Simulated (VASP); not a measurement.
Set up this calculation in VASP 6.6.1, as the native input.

```yaml
Task: electric field gradients
Functional: LDA
Potentials_or_basis: VASP PAW LDA potentials, release 64 (Ag, Cl)
Cutoff: 520 eV
k_mesh: 8 × 8 × 8
Occupations: fermi-dirac, width 0.02 eV
Spin: no spin polarisation
Dipole_correction: no
Further_INCAR_settings: ALGO = Normal; EDIFF = 1e-08; NBANDS = 16
```

The structure of AgCl lies in POSCAR:

```
AgCl
1.0
    0.0831945000      2.8147472500      2.8147472500
    2.8147472500      0.0831945000      2.8147472500
    2.8147472500      2.8147472500      0.0831945000
Ag Cl
1 1
Direct
    0.5000000000      0.5000000000      0.5000000000
    0.0000000000      0.0000000000      0.0000000000
```

This cell differs from its parent crystal: equal xy, yz and zx shear strains of +3 %.

One way to write it, as run:

INCAR

```
SYSTEM = AgCl
PREC = Accurate
ENCUT = 520
EDIFF = 1E-8
ISMEAR = -1
SIGMA = 0.02
LREAL = .False.
LASPH = .True.
NELM = 60
ALGO = Normal
ISIF = 2
LWAVE = .False.
LCHARG = .False.
GGA = CA
LEFG = .True.
NBANDS = 16
```

KPOINTS

```
regular mesh
0
Gamma
  8 8 8
  0 0 0
```

Potentials or basis: VASP PAW LDA potentials, release 64 (Ag, Cl).

Run with:

```sh
$ cat potpaw_LDA.64/Ag/POTCAR potpaw_LDA.64/Cl/POTCAR > POTCAR
$ mpirun -np 1 vasp_std > vasp.out
```

It gave:

| Item | Value |
| --- | --- |
| Pressure | -5.6 GPa |
| Band gap on the k mesh | 0.60 eV, indirect (least direct gap 2.86 eV) |

Caveat: the cell differs from its parent crystal (equal xy, yz and zx shear strains of +3 %); without QUAD_EFG the Cq values of the log hold for a quadrupole moment of 1 mb, not for the nuclei.

It took 20 s on 1 thread of Intel(R) Xeon(R) 6975P-C (Granite Rapids) (shared host), peak memory 0.17 GiB.
